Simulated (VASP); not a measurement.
Input of a VASP 6.6.1 run:

File POSCAR:

```
Ni3Ge
1.0
    3.5856061470      0.0000000000      0.0000000000
    0.0000000000      3.5856061470      0.0000000000
    0.0000000000      0.0000000000      3.4756525795
Ni Ge
3 1
Direct
    0.5000000000      0.0000000000      0.5000000000
    0.0000000000      0.5000000000      0.5000000000
    0.5000000000      0.5000000000      0.0000000000
    0.0000000000      0.0000000000      0.0000000000
```

The input INCAR.step1:

```
SYSTEM = Ni3Ge
  PREC = Accurate
  ENCUT = 520
  ISMEAR = 0
  SIGMA = 0.1
  LREAL = .False.
  LASPH = .True.
  NELM = 100
  NBANDS = 30
  GGA = PE
  ALGO = Normal
  EDIFF = 1E-4
  LWAVE = .True.
  LCHARG = .False.
```

File INCAR.step2:

```
SYSTEM = Ni3Ge
  PREC = Accurate
  ENCUT = 520
  EDIFF = 1E-6
  ISMEAR = 0
  SIGMA = 0.1
  LREAL = .False.
  LASPH = .True.
  NELM = 100
  ALGO = Normal
  ISIF = 2
  LWAVE = .False.
  LCHARG = .False.
  METAGGA = R2SCAN
  LMIXTAU = .True.
  NBANDS = 30
  ISTART = 1
```

The input KPOINTS:

```
regular mesh
0
Gamma
  14 14 14
  0 0 0
```

Potentials or basis: VASP PAW PBE potentials, release 64 (Ni, Ge_d).

Run with:

```sh
$ cat potpaw_PBE.64/Ni/POTCAR potpaw_PBE.64/Ge_d/POTCAR > POTCAR
$ cp INCAR.step1 INCAR
$ mpirun -np 1 vasp_std > vasp.out
$ cp INCAR.step2 INCAR
$ mpirun -np 1 vasp_std > vasp.out
```

Q: Estimate the band gap on the k mesh.

A: Zero (bands 22 and 23 overlap by 0.32 eV).

Q: Predict the pressure.

A: -2.5 GPa.

Stress tensor (GPa, compression positive):
```
-3.89  0.00  0.00
 0.00 -3.89  0.00
 0.00  0.00  0.22
```

Caveat: the cell differs from its parent crystal (biaxial strain in the a-b plane: +1.5 %, then relaxed in part); the PAW data sets were made with another functional, which shifts forces and pressure a little. Spin polarisation is off, so any magnetic state and its effect on volume and gap are missing.
